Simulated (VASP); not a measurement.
# Al2Cu (I4/mcm) in VASP: notebook

Runs on Al2Cu. Level: PBE. Tasks: single point, relaxation of cell and atoms.

Program: VASP 6.6.1. These are calculated values, not measurements. Logs are shortened: lines on timing, memory, paths and dates and some standing lists are left out, and cuts for length are marked.

## (1) The cell of the first run

Symmetry: I4/mcm, No. 140, tetragonal system. The conventional cell has a = 5.977 Å, b = 5.977 Å, c = 4.824 Å, α = 90.00°, β = 90.00°, γ = 90.00°. Al (site symmetry m2m) has 4 Cu at 2.55 Å and 11 Al at 2.68 to 3.18 Å within 3.4 Å. Within 3.2 Å of Cu (site symmetry 422) lie 2 Cu at 2.41 Å and 8 Al at 2.55 Å.

## (2) Single point, PBE

The input, INCAR:

```
PREC = Accurate
ENCUT = 520
EDIFF = 1E-7
ISMEAR = 0
SIGMA = 0.1
LREAL = False
LASPH = True
NELM = 100
ALGO = Fast
ISIF = 2
LWAVE = False
LCHARG = True
GGA = PE
LELF = True
LVHAR = True
NBANDS = 26
```

The input, KPOINTS:

```
Automatic mesh
0
Gamma
  10 10 10
```

The input, POSCAR:

```
Al2Cu
1.0
   -2.9885306178      2.9885306178      2.4120107088
    2.9885306178     -2.9885306178      2.4120107088
    2.9885306178      2.9885306178     -2.4120107088
Al Cu
4 2
Direct
    0.8415812828      0.6584187172      0.5000000000
    0.6584187172      0.1584187172      0.8168374345
    0.3415812828      0.8415812828      0.1831625655
    0.1584187172      0.3415812828      0.5000000000
    0.2500000000      0.2500000000      0.0000000000
    0.7500000000      0.7500000000      0.0000000000
```

Potentials or basis: VASP PAW PBE potentials, release 64 (Al, Cu).

Run with:

```sh
> cat potpaw_PBE.64/Al/POTCAR potpaw_PBE.64/Cu/POTCAR > POTCAR
> mpirun -np 1 vasp_std > vasp.out
```

OUTCAR:

```text
PREC = Accurate
   ENCUT = 520
   EDIFF = 1E-7
   ISMEAR = 0
   LREAL = False
   LASPH = True
   NELM = 100
   ISIF = 2
   GGA = PE

 ion  position               nearest neighbor table
   1  0.842  0.658  0.500-   5 2.55   6 2.55   6 2.55   5 2.55   4 2.68   4 2.87   4 2.87   2 3.07
                             3 3.07   2 3.07   3 3.07   2 3.18   3 3.18   3 3.18   2 3.18
   2  0.658  0.158  0.817-   5 2.55   6 2.55   5 2.55   6 2.55   3 2.68   3 2.87   3 2.87   1 3.07
                             4 3.07   4 3.07   1 3.07   1 3.18   4 3.18   1 3.18   4 3.18
   3  0.342  0.842  0.183-   5 2.55   6 2.55   5 2.55   6 2.55   2 2.68   2 2.87   2 2.87   1 3.07
                             4 3.07   4 3.07   1 3.07   1 3.18   4 3.18   4 3.18   1 3.18
   4  0.158  0.342  0.500-   6 2.55   5 2.55   5 2.55   6 2.55   1 2.68   1 2.87   1 2.87   2 3.07
                             3 3.07   2 3.07   3 3.07   2 3.18   3 3.18   2 3.18   3 3.18
   5  0.250  0.250  0.000-   6 2.41   6 2.41   2 2.55   3 2.55   2 2.55   3 2.55   4 2.55   1 2.55
                             4 2.55   1 2.55
   6  0.750  0.750  0.000-   5 2.41   5 2.41   2 2.55   3 2.55   2 2.55   3 2.55   1 2.55   1 2.55
                             4 2.55   4 2.55

  LATTYP: Found a body centered tetragonal cell.
 ALAT       =     5.9770612356
 C/A-ratio  =     0.8070891743

  Lattice vectors:

 A1 = (  -2.9885306178,   2.9885306178,   2.4120107088)
 A2 = (   2.9885306178,  -2.9885306178,   2.4120107088)
 A3 = (   2.9885306178,   2.9885306178,  -2.4120107088)

Analysis of symmetry for initial positions (statically):
=====================================================================
 Subroutine PRICEL returns:
 Original cell was already a primitive cell.

 Routine SETGRP: Setting up the symmetry group for a
 body centered tetragonal supercell.

 Subroutine GETGRP returns: Found 16 space group operations
 (whereof  8 operations were pure point group operations)
 out of a pool of 16 trial point group operations.

The static configuration has the point symmetry C_4h.
 The point group associated with its full space group is D_4h.

Analysis of symmetry for dynamics (positions and initial velocities):
=====================================================================
 Subroutine PRICEL returns:
 Original cell was already a primitive cell.

 Routine SETGRP: Setting up the symmetry group for a
 body centered tetragonal supercell.

 Subroutine GETGRP returns: Found 16 space group operations
 (whereof  8 operations were pure point group operations)
 out of a pool of 16 trial point group operations.

The dynamic configuration has the point symmetry C_4h.
 The point group associated with its full space group is D_4h.

 Subroutine INISYM returns: Found 16 space group operations
 (whereof  8 operations are pure point group operations),
 and found     1 'primitive' translations

----------------------------------------------------------------------------------------

                                     Primitive cell

  volume of cell :      86.1697

  direct lattice vectors                    reciprocal lattice vectors
    -2.988530618  2.988530618  2.412010709     0.000000000  0.167306300  0.207295929
     2.988530618 -2.988530618  2.412010709     0.167306300  0.000000000  0.207295929
     2.988530618  2.988530618 -2.412010709     0.167306300  0.167306300  0.000000000

  length of vectors
     4.866253812  4.866253812  4.866253812     0.266388814  0.266388814  0.236606838

  position of ions in fractional coordinates (direct lattice)
     0.841581283  0.658418717  0.500000000
     0.658418717  0.158418717  0.816837435
     0.341581283  0.841581283  0.183162565
     0.158418717  0.341581283  0.500000000
     0.250000000  0.250000000  0.000000000
     0.750000000  0.750000000  0.000000000

  ion indices of the primitive-cell ions
   primitive index   ion index
                 1           1
                 2           2
                 3           3
                 4           4
                 5           5
                 6           6

----------------------------------------------------------------------------------------

 KPOINTS: Automatic mesh

Automatic generation of k-mesh.
 Grid dimensions read from file:
 generate k-points for:   10   10   10

 Generating k-lattice:

  Cartesian coordinates                     Fractional coordinates (reciprocal lattice)
     0.000000000  0.016730630  0.020729593     0.100000000  0.000000000 -0.000000000
     0.016730630  0.000000000  0.020729593     0.000000000  0.100000000 -0.000000000
     0.016730630  0.016730630  0.000000000     0.000000000  0.000000000  0.100000000

  Length of vectors
     0.026638881  0.026638881  0.023660684

  Shift w.r.t. Gamma in fractional coordinates (k-lattice)
     0.000000000  0.000000000  0.000000000

 Subroutine IBZKPT returns following result:
 ===========================================

 Found    102 irreducible k-points:

 Following reciprocal coordinates:
            Coordinates               Weight
  0.000000  0.000000  0.000000      1.000000
  0.100000 -0.000000  0.000000      8.000000
  0.200000 -0.000000  0.000000      8.000000
  0.300000  0.000000  0.000000      8.000000
  0.400000  0.000000  0.000000      8.000000
  0.500000  0.000000 -0.000000      4.000000
[... 16 lines left out ...]
  0.300000  0.300000  0.000000      8.000000
  0.400000  0.300000  0.000000     16.000000
 [... further k-points ...]
   k-points           NKPTS =    102   k-points in BZ     NKDIM =    102   number of bands    NBANDS=     26
   number of dos      NEDOS =    301   number of ions     NIONS =      6
   total plane-waves  NPLWV =  46656
   dimension x,y,z NGX =    36 NGY =   36 NGZ =   36
   dimension x,y,z NGXF=    72 NGYF=   72 NGZF=   72
   ions per type =               4   2
   NGX,Y,Z   is equivalent  to a cutoff of  12.30, 12.30, 12.30 a.u.
   NGXF,Y,Z  is equivalent  to a cutoff of  24.60, 24.60, 24.60 a.u.
 SYSTEM =  unknown system
   PREC   = accura    normal or accurate (medium, high low for compatibility)
   ISTART =      0    job   : 0-new  1-cont  2-samecut
   ICHARG =      2    charge: 1-file 2-atom 10-const
   ISPIN  =      1    spin polarized calculation?
   LNONCOLLINEAR =      F non collinear calculations
   LSORBIT =      F    spin-orbit coupling
   LASPH  =      T    aspherical Exc in radial PAW
   ENCUT  =  520.0 eV  38.22 Ry    6.18 a.u.   9.05  9.05  9.05*2*pi/ulx,y,z
   NELM   =    100;   NELMIN=  2; NELMDL= -5     # of ELM steps
   EDIFF  = 0.1E-06   stopping-criterion for ELM
   LREAL  =      F    real-space projection
   EDIFFG = 0.1E-05   stopping-criterion for IOM
   NSW    =      0    number of steps for IOM
   IBRION =     -1    ionic relax: 0-MD 1-quasi-New 2-CG
   NFREE  =      0    steps in history (QN), initial steepest desc. (CG)
   ISIF   =      2    stress and relaxation
   ISYM   =      2    0-nonsym 1-usesym 2-fastsym
   POTIM  = 0.5000    time-step for ionic-motion
   TEBEG  =    0.0;   TEEND  =   0.0 temperature during run
   PSTRESS=    0.0 pullay stress
   NELECT =      34.0000    total number of electrons
   NUPDOWN=      -1.0000    fix difference up-down
   EMIN   =  10.00;   EMAX   =-10.00  energy-range for DOS
   EFERMI =   0.00;   METHOD = LEGACY
   ISMEAR =     0;   SIGMA  =   0.10  broadening in eV -4-tet -1-fermi 0-gaus
   EFERMI_NEDOS =   21; number of points for ismear=-14 and -15
   IALGO  =     68    algorithm
   IMIX   =      4    mixing-type and parameters
     AMIX     =   0.40;   BMIX     =  1.00
     AMIX_MAG =   1.60;   BMIX_MAG =  1.00
  volume/ion in A,a.u.               =      14.36        96.92
  Fermi-wavevector in a.u.,A,eV,Ry     =   1.200742  2.269073 19.616616  1.441781
  Thomas-Fermi vector in A             =   2.336569
   LORBIT       =      0    0 simple, 1 ext, 2 COOP (PROOUT), +10 PAW based schemes
   GGA     = PE    functional components
   LHFCALC =     F    Hartree Fock is set to
   AEXX    =    0.0000 exact exchange contribution
   IVDW    =     0    specifies the selected vdW correction
   LEPSILON=     F    determine dielectric tensor
   LRPA    =     F    only Hartree local field effects (RPA)
 non-spin polarized calculation
 RMM-DIIS sequential band-by-band and
 Gauss-broadening in eV      SIGMA  =   0.10
  energy-cutoff  :      520.00
  volume of cell :       86.17
 maximum number of plane-waves:      2348
   NGX = 19   NGY = 19   NGZ = 19

 number of electron      34.0000019 magnetization

 Free energy of the ion-electron system (eV)
  ---------------------------------------------------
  ext. energy  EPLUGINS =         0.00000000
  ---------------------------------------------------
  free energy    TOTEN  =       -23.34501828 eV

  energy without entropy =      -23.33587882  energy(sigma->0) =      -23.34044855

 E-fermi :   8.3713     XC(G=0): -11.0131

 val. band max:        8.3647564058   @ k =  -0.2000   0.2000   0.2000
 cond. band min:       8.3857321523   @ k =  -0.2000  -0.3000   0.2000
 fundamental gap:      0.0209757465
 Fermi energy:         8.3713338629

 k-point     1 :       0.0000    0.0000    0.0000
  band No.  band energies     occupation
      1      -2.6236      2.00000
      2       2.9191      2.00000
      3       3.1086      2.00000
      4       3.1086      2.00000
      5       3.1419      2.00000
      6       4.0571      2.00000
[... 18 lines left out ...]
     25      13.8060      0.00000
     26      14.3994      0.00000

 k-point     2 :       0.1000   -0.0000    0.0000
  band No.  band energies     occupation
      1      -2.5165      2.00000
      2       2.9098      2.00000
      3       3.0844      2.00000
      4       3.1040      2.00000
      5       3.1659      2.00000
      6       4.0395      2.00000
[... 18 lines left out ...]
     25      13.9251      0.00000
[... 608 lines left out ...]
     25      14.6584      0.00000
     26      15.6240      0.00000

 k-point    24 :       0.4000    0.3000    0.0000
  band No.  band energies     occupation
      1      -0.2097      2.00000
      2       0.5761      2.00000
      3       1.3712      2.00000
      4       2.9859      2.00000
      5       3.5154      2.00000
      6       3.6694      2.00000
[... 18 lines left out ...]
     25      15.5698      0.00000
     26      15.5957      0.00000

 [... further k-points ...]

------------------------ aborting loop because EDIFF is reached ----------------------------------------

  FORCE on cell =-STRESS in cart. coord.  units (eV):
  Direction    XX          YY          ZZ          XY          YZ          ZX
  --------------------------------------------------------------------------------------
  -------------------------------------------------------------------------------------
  Total        2.2521386      2.2521386      2.2502485      0.0000000      0.0000000      0.0000000
  in kB       41.8746361     41.8746361     41.8394929      0.0000000      0.0000000      0.0000000
  external PRESSURE =      41.8629217 kB  Pullay stress =       0.0000000 kB

 VOLUME and BASIS-vectors are now :
 -----------------------------------------------------------------------------
  energy-cutoff  :      520.00
  volume of cell :       86.17
      direct lattice vectors                 reciprocal lattice vectors
    -2.988530618  2.988530618  2.412010709     0.000000000  0.167306300  0.207295929
     2.988530618 -2.988530618  2.412010709     0.167306300  0.000000000  0.207295929
     2.988530618  2.988530618 -2.412010709     0.167306300  0.167306300  0.000000000

 POSITION                                       TOTAL-FORCE (eV/Angst)
 -----------------------------------------------------------------------------------
      0.94688      2.04165      2.41201        -0.003231      0.003231     -0.000000
      0.94688      3.93541     -0.00000        -0.003231     -0.003231      0.000000
      2.04165     -0.94688      2.41201         0.003231      0.003231      0.000000
      2.04165      0.94688      0.00000         0.003231     -0.003231     -0.000000
      0.00000      0.00000      1.20601        -0.000000     -0.000000     -0.000000
      0.00000      0.00000      3.61802        -0.000000     -0.000000     -0.000000
 -----------------------------------------------------------------------------------
    total drift:                                0.000000      0.000000      0.000000

  FREE ENERGIE OF THE ION-ELECTRON SYSTEM (eV)
  ---------------------------------------------------
  free  energy   TOTEN  =       -23.3450182766 eV

  energy  without entropy=      -23.3358788250  energy(sigma->0) =      -23.34044855
```

Wall time 9.3 min (1 thread of Intel Xeon 8259CL, shared host); peak memory 0.34 GiB.

Results:

- Free energy: -23.3450 eV
- Pressure: 4.2 GPa
- Largest force: 0.005 eV/Å
- Band gap on the k mesh: zero (bands 17 and 18 overlap by 4.42 eV)

Forces on the atoms (eV/Å):
```
Al  -0.003  0.003  0.000
Al  -0.003 -0.003  0.000
Al   0.003  0.003  0.000
Al   0.003 -0.003  0.000
Cu   0.000  0.000  0.000
Cu   0.000  0.000  0.000
```

Caveat: the cell stands under pressure.

## (3) Single point, PBE

This run uses another cell than the first one, of 14.76 Å³/atom.

The input, INCAR:

```
PREC     = Accurate       # precision mode
ENCUT    = 520            # plane-wave cutoff, eV
EDIFF    = 1E-6           # SCF threshold, eV
ISMEAR   = 0              # smearing method
SIGMA    = 0.1            # smearing width, eV
LREAL    = False          # projectors in reciprocal space
LASPH    = True           # aspherical terms in the spheres
NELM     = 100            # most SCF steps
ALGO     = Fast           # electronic algorithm
ISIF     = 2              # what is computed and relaxed
LWAVE    = False          # write WAVECAR
LCHARG   = False          # write CHGCAR
GGA      = PE             # functional
NBANDS   = 26             # bands
```

The input, KPOINTS:

```
regular mesh
0
Gamma
  10 10 10
```

The input, POSCAR:

```
Al2Cu
1.0
   -3.0164730382      3.0164730382      2.4335604105
    3.0164730382     -3.0164730382      2.4335604105
    3.0164730382      3.0164730382     -2.4335604105
Al Cu
4 2
Direct
    0.8413053791      0.6586946209      0.5000000000
    0.6586946209      0.1586946209      0.8173892418
    0.3413053791      0.8413053791      0.1826107582
    0.1586946209      0.3413053791      0.5000000000
    0.2500000000      0.2500000000      0.0000000000
    0.7500000000      0.7500000000      0.0000000000
```

Potentials or basis: VASP PAW PBE potentials, release 64 (Al, Cu).

Run with:

```sh
> cat potpaw_PBE.64/Al/POTCAR potpaw_PBE.64/Cu/POTCAR > POTCAR
> mpirun -np 1 vasp_std > vasp.out
```

It took 10 min on 1 thread of Intel Xeon 8259CL, shared host; peak memory 0.37 GiB.

The run converged. Its results:

| Quantity | Value |
| --- | --- |
| Free energy | -23.3854 eV |
| Pressure | 1.1 GPa |
| Largest force | 0.007 eV/Å |
| Band gap on the k mesh | zero (bands 17 and 18 overlap by 4.35 eV) |

Forces on the atoms (eV/Å):
```
Al  -0.005  0.005  0.000
Al  -0.005 -0.005  0.000
Al   0.005  0.005  0.000
Al   0.005 -0.005  0.000
Cu   0.000  0.000  0.000
Cu   0.000  0.000  0.000
```

Levels at points of the mesh, in eV from the Fermi level:
```
           k point  band 13  band 14  band 15  band 16  band 17  band 18  band 19  band 20  band 21  band 22
(0.00, 0.00, 0.00)    -2.91    -1.94    -1.35    -1.19    -1.19    -0.82    -0.33     0.07     1.46     1.46
(0.50, 0.00, 0.00)    -3.07    -3.07    -2.59    -2.59     0.25     0.25     4.08     4.08     4.34     4.34
(0.50, 0.50, 0.00)    -2.83    -2.80    -1.42    -1.28    -0.96    -0.67     0.82     1.29     4.67     4.81
(0.50, 0.50, 0.50)    -3.33    -3.22    -3.22    -1.82     2.58     2.98     2.98     3.36     4.07     4.73
```

(Continued in part 2 of 2.)
